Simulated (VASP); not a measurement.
Ge, 2 atoms in the cell. It takes space group Imma (No. 74, orthorhombic). Conventional cell: a = 3.965 Å, b = 4.035 Å, c = 5.658 Å, α = 90.00°, β = 90.00°, γ = 90.00°. Ge (site symmetry mm2) has 4 Ge at 2.44 to 2.46 Å within 3.2 Å.  This cell differs from its parent crystal: strain +0.0175 x Voigt [0, 0, 0, 0, 0, 1].

| Item | Value |
| --- | --- |
| Program | VASP 6.6.1 |
| Task | single point |
| Functional | PBE |
| Potentials or basis | VASP PAW PBE potentials, release 64 (Ge_d) |
| Cutoff | 520 eV |
| k mesh | 14 × 14 × 14 |
| Occupations | gaussian, width 0.15 eV |
| Spin | no spin polarisation |
| Dipole correction | no |
| Further INCAR settings | ALGO = Normal; EDIFF = 1e-06; NBANDS = 21 |

Potentials or basis: VASP PAW PBE potentials, release 64 (Ge_d).

Run with:

```bash
$ cat potpaw_PBE.64/Ge_d/POTCAR > POTCAR
$ mpirun -np 1 vasp_std > vasp.out
```

Hardware: 1 thread of Intel(R) Xeon(R) 6975P-C (Granite Rapids), on a shared host.

Question: How long does it take, and how much memory?

Answer: Run time: 2.4 min on 1 thread of Intel(R) Xeon(R) 6975P-C (Granite Rapids) (shared host), peak memory 0.41 GiB. Counts: scf iterations 12, k points 428.
